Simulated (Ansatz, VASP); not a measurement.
## MgI2: VASP beside Ansatz

Contents of INCAR:

```
ALGO = Normal
EDIFF = 1E-6
ENCUT = 520
GGA = PE
ISIF = 2
ISMEAR = 0
LASPH = True
LCHARG = True
LELF = True
LREAL = False
LVHAR = True
LWAVE = False
NBANDS = 15
NELM = 80
PREC = Accurate
SIGMA = 0.05
```

File KPOINTS:

```
k-points
0
Gamma
  6 6 4
```

File POSCAR:

```
MgI2
1.0
    4.1537001214      0.0000000000     -0.1557637546
   -2.0768500607      3.5972098248      0.0778818773
   -0.2573250000      0.0000000000      6.8620000000
Mg I
1 2
Direct
    0.0000000000      0.0000000000      0.0000000000
    0.3333333333      0.6666666667      0.7576300000
    0.6666666667      0.3333333333      0.2423700000
```

Input for Ansatz:

```yaml
crystal:
  lattice:
    - [4.1537001214, 0.0, -0.1557637546]
    - [-2.0768500607, 3.5972098248, 0.0778818773]
    - [-0.257325, 0.0, 6.862]
  atoms:
    - { symbol: Mg, position: [0.0, 0.0, 0.0] }
    - { symbol: I, position: [0.3333333333, 0.6666666667, 0.75763] }
    - { symbol: I, position: [0.6666666667, 0.3333333333, 0.24237] }
basis:
  ecutwfc: 420
kpoints:
  mp_grid: { grid: [6, 6, 4] }
hamiltonian:
  xc: pbe
scf:
  occupations: { method: gaussian, width: 0.05 }
output:
  forces: true
  stress: true
  eigenvalues: true
```

Change from the starting cell: strain -0.0750 x Voigt [0, 0, 0, 0, 1, 0], atoms carried along.

Alike in both runs: task single point; functional PBE; k mesh 6 × 6 × 4; occupations gaussian, width 0.05 eV; no spin polarisation.

```csv
,VASP,Ansatz
version,VASP 6.6.1,Ansatz 0.2.0
potentials or method,"VASP PAW PBE potentials, release 64 (Mg, I), cutoff 520 eV","scalar-relativistic, plane waves, PAW"
valence electrons in the cell,16,44
```

Ansatz gave:

```
gap on the k mesh at the Fermi level (eV)                     : 3.46
least direct gap on the mesh (eV)                             : 3.65
pressure (GPa)                                                : 1.5
traceless stress, the component that is largest in VASP (GPa) : 1.30
rms of the force components (eV/Å)                            : 0.111
```

Estimate VASP's values.

gap on the k mesh at the Fermi level (eV): 3.44; least direct gap on the mesh (eV): 3.64; pressure (GPa): 1.4; traceless stress, the component that is largest in VASP (GPa): 1.29; rms of the force components (eV/Å): 0.109.

Atom by atom the forces differ by 0.004 eV/Å (rms over components). VASP's potentials hold 16 valence electrons a cell and Ansatz's 44, so a difference there can come from the potentials and not from the codes.

Neither program's run includes spin-orbit coupling.
